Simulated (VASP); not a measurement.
Write the native input for VASP 6.6.1 that does the following.

```yaml
Task: single point
Functional: PBEsol
Dispersion: D3(BJ)
Potentials_or_basis: VASP PAW PBE potentials, release 64 (Au)
Cutoff: 500 eV
k_mesh: 7 × 7 × 7
Occupations: methfessel-paxton, width 0.2 eV
Spin: no spin polarisation
Dipole_correction: no
Further_INCAR_settings: ALGO = Normal; EDIFF = 1e-06; NBANDS = 12
```

The structure of Au lies in POSCAR:

```
Au
1.0
    0.0000000000      2.0350000000      2.0350000000
    2.0350000000      0.0000000000      2.0350000000
    2.0350000000      2.0350000000      0.0000000000
Au
1
Direct
    0.0000000000      0.0000000000      0.0000000000
```

One way to write it, as run:

INCAR

```
SYSTEM = Au
PREC = Accurate
ENCUT = 500
EDIFF = 1E-6
ISMEAR = 1
SIGMA = 0.2
LREAL = .FALSE.
LASPH = .TRUE.
NELM = 120
ALGO = Normal
ISIF = 2
LWAVE = .FALSE.
LCHARG = .TRUE.
GGA = PS
IVDW = 12
LELF = .TRUE.
LVHAR = .TRUE.
NBANDS = 12
GGA_COMPAT = .FALSE.
```

KPOINTS

```
Automatic mesh
0
G
  7 7 7
  0 0 0
```

Potentials or basis: VASP PAW PBE potentials, release 64 (Au).

Run with:

```sh
$ cat potpaw_PBE.64/Au/POTCAR > POTCAR
$ mpirun -np 1 vasp_std > vasp.out
```

Results of the run:

```
Pressure                   : -4.9 GPa
Dispersion energy per atom : -0.639 eV
```

Caveat: the k points lie up to 0.38 Å⁻¹ apart; three body term missing; the PAW data sets were made with another functional, which shifts forces and pressure a little; pairwise dispersion overbinds metals, which lowers pressure and volume.

It took 4.9 s on 1 thread of Intel Xeon 6975P-C, with other jobs on the host, peak memory 0.15 GiB.
